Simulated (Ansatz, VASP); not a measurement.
## Two plane-wave programs on TaN

```
CELL_PARAMETERS angstrom
3.39912 0.00000 0.00000
0.00000 3.39912 0.00000
0.00000 0.00000 4.97696
ATOMIC_POSITIONS crystal
Ta 0.00000 0.00000 0.00000
Ta 0.50000 0.50000 0.00000
N 0.50000 0.00000 0.26700
N 0.00000 0.50000 0.73300
```

Alike in both runs: task relaxation of cell and atoms; functional LDA; k mesh 8 × 8 × 6; occupations fermi-dirac, width 0.05 eV; no spin polarisation; Hubbard terms Ta d U = 1.0 eV.

|  | VASP | Ansatz |
| --- | --- | --- |
| version | VASP 6.6.1 | Ansatz 0.2.0 |
| potentials or method | VASP PAW LDA potentials, release 64 (Ta_pv, N) | Ansatz PAW |
| plane-wave cutoff (eV) | 600 | 420 |
| valence electrons in the cell | 32 | 36 |

Ansatz gave:

* gap on the k mesh at the Fermi level, each at its own relaxed structure (eV): none
* relaxed volume (Å³/atom): 12.79
* relaxed cell length with the largest relative difference (Å): 2.988

Q: What did VASP give for the same quantities?

A: gap on the k mesh at the Fermi level, each at its own relaxed structure (eV): none; relaxed volume (Å³/atom): 12.90; relaxed cell length with the largest relative difference (Å): 2.999.

LDA's correlation is that of Perdew and Zunger in VASP and of Perdew and Wang (1992) in Ansatz. The programs project onto different local orbitals, so the same U acts differently, and such runs can settle in different states. A gap of «none» marks a metal or a gap that the smearing closes. VASP's potentials hold 32 valence electrons a cell and Ansatz's 36, so a difference there can come from the potentials and not from the codes.

Spin-orbit coupling is off throughout. Noted on Ansatz's run: the plane-wave basis is chosen anew once the cell has moved, so the energies of steps on either side of that aren't comparable.
